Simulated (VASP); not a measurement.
A run of VASP 6.6.1 is set up as follows.

The input INCAR:

```
ALGO     = Normal         # electronic algorithm
EDIFF    = 1E-6           # SCF threshold, eV
ENCUT    = 520            # plane-wave cutoff, eV
GGA      = PE             # functional
ISIF     = 2              # what is computed and relaxed
ISMEAR   = 0              # smearing method
LASPH    = True           # aspherical terms in the spheres
LCHARG   = True           # write CHGCAR
LELF     = True           # ELF
LREAL    = False          # projectors in reciprocal space
LVHAR    = True         
LWAVE    = False          # write WAVECAR
NBANDS   = 21             # bands
NELM     = 100            # most SCF steps
PREC     = Accurate       # precision mode
SIGMA    = 0.01           # smearing width, eV
```

File KPOINTS:

```
k-points
0
Gamma
  6 6 4
```

File POSCAR:

```
SnC3
1.0
    2.9788882413      0.0000000000      0.0000000000
    0.0000000000      2.9788882413      0.0000000000
    0.0000000000      0.0000000000      4.6435166726
C Sn
3 1
Direct
    0.5000000000      0.0000000000      0.8203632751
    0.5000000000      0.5000000000      0.0000000000
    0.0000000000      0.5000000000      0.1796367249
    0.0000000000      0.0000000000      0.5000000000
```

Potentials or basis: VASP PAW PBE potentials, release 64 (C, Sn_d).

The run is started by

```bash
$ cat potpaw_PBE.64/C/POTCAR potpaw_PBE.64/Sn_d/POTCAR > POTCAR
$ mpirun -np 1 vasp_std > vasp.out
```

Problem. Estimate the largest force.

Solution. 0.325 eV/Å.

Problem. Estimate the pressure.

Solution. 2.6 GPa.

Problem. Predict the band gap on the k mesh.

Solution. 0.33 eV, indirect (least direct gap 0.61 eV).

Forces on the atoms (eV/Å):
```
C    0.000  0.000  0.325
C    0.000  0.000  0.000
C    0.000  0.000 -0.325
Sn   0.000  0.000  0.000
```

Caveat: spin-orbit coupling is left out, which moves the levels of the heavy elements. A k mesh can miss the band edges.
